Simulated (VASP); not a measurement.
Set up this calculation in VASP 6.6.1, as the native input.

```
Task                   : single point
Functional             : PBE
Potentials or basis    : VASP PAW PBE potentials, release 64 (Ge_d, H)
Cutoff                 : 410 eV
k mesh                 : 3 × 3 × 1
Occupations            : gaussian, width 0.05 eV
Spin                   : no spin polarisation
Dipole correction      : yes
Further INCAR settings : ALGO = Normal; EDIFF = 1e-06; NBANDS = 164; NELMDL = -8
```

The structure of Ge5H2 lies in POSCAR:

```
Ge5H2
1.0
    8.1473826809      0.0000000000      0.0000000000
    0.0000000000      8.1473826809      0.0000000000
    0.0000000000      0.0000000000     19.5175094652
Ge H
20 8
Direct
    0.5000000000      0.5000000000      0.2513865784
    0.5000000000      0.0000000000      0.2513865784
    0.0000000000      0.5000000000      0.2513865784
    0.0000000000      0.0000000000      0.2513865784
    0.7500000000      0.5000000000      0.3251801834
    0.7500000000      0.0000000000      0.3251801834
    0.2500000000      0.5000000000      0.3251801834
    0.2500000000      0.0000000000      0.3251801834
    0.7565590445      0.7481096953      0.4015604850
    0.7565590445      0.2518903047      0.4015604850
    0.2390343971      0.7469572819      0.3959061206
    0.2390343971      0.2530427181      0.3959061206
    0.0066850912      0.7387730192      0.4792468777
    0.0066850912      0.2612269808      0.4792468777
    0.4965061093      0.7470284934      0.4743888115
    0.4965061093      0.2529715066      0.4743888115
    0.0605474708      0.0000000000      0.5443076775
    0.0581327960      0.5000000000      0.5663904131
    0.3509275347      0.0000000000      0.5093089489
    0.3521901411      0.5000000000      0.5172370343
    0.5083944213      0.6502083350      0.2033868863
    0.5083944213      0.3497916650      0.2033868863
    0.5083944213      0.1502083350      0.2033868863
    0.5083944213     -0.1502083350      0.2033868863
   -0.0083944213      0.3497916650      0.2033868863
   -0.0083944213      0.6502083350      0.2033868863
   -0.0083944213     -0.1502083350      0.2033868863
   -0.0083944213      0.1502083350      0.2033868863
```

The input as run:

INCAR

```
SYSTEM = Ge5H2
PREC     = Accurate       ! precision mode
ENCUT    = 410            ! plane-wave cutoff, eV
EDIFF    = 1E-6           ! SCF threshold, eV
ISMEAR   = 0              ! smearing method
SIGMA    = 0.05           ! smearing width, eV
LREAL    = .False.        ! projectors in reciprocal space
LASPH    = .True.         ! aspherical terms in the spheres
NELM     = 120            ! most SCF steps
ALGO     = Normal         ! electronic algorithm
ISIF     = 2              ! what is computed and relaxed
LWAVE    = .False.        ! write WAVECAR
LCHARG   = .True.         ! write CHGCAR
LDIPOL   = .True.       
IDIPOL   = 3            
DIPOL    = 0.5 0.5 0.342
GGA      = PE             ! functional
LELF     = .True.         ! ELF
LVHAR    = .True.       
LVACPOTAV= .True.       
NBANDS   = 164            ! bands
GGA_COMPAT= .False.      
NELMDL   = -8
```

KPOINTS

```
Automatic mesh
0
Gamma
  3 3 1
  0 0 0
```

Potentials or basis: VASP PAW PBE potentials, release 64 (Ge_d, H).

Launch:

```console
$ cat potpaw_PBE.64/Ge_d/POTCAR potpaw_PBE.64/H/POTCAR > POTCAR
$ mpirun -np 1 vasp_std > vasp.out
```

It gave:

The largest force is 0.940 eV/Å. The band gap on the k mesh is 0.42 eV (least direct gap 0.56 eV).

It took 32 min on 1 thread of Intel(R) Xeon(R) 6975P-C (Granite Rapids) (shared host), peak memory 0.99 GiB.
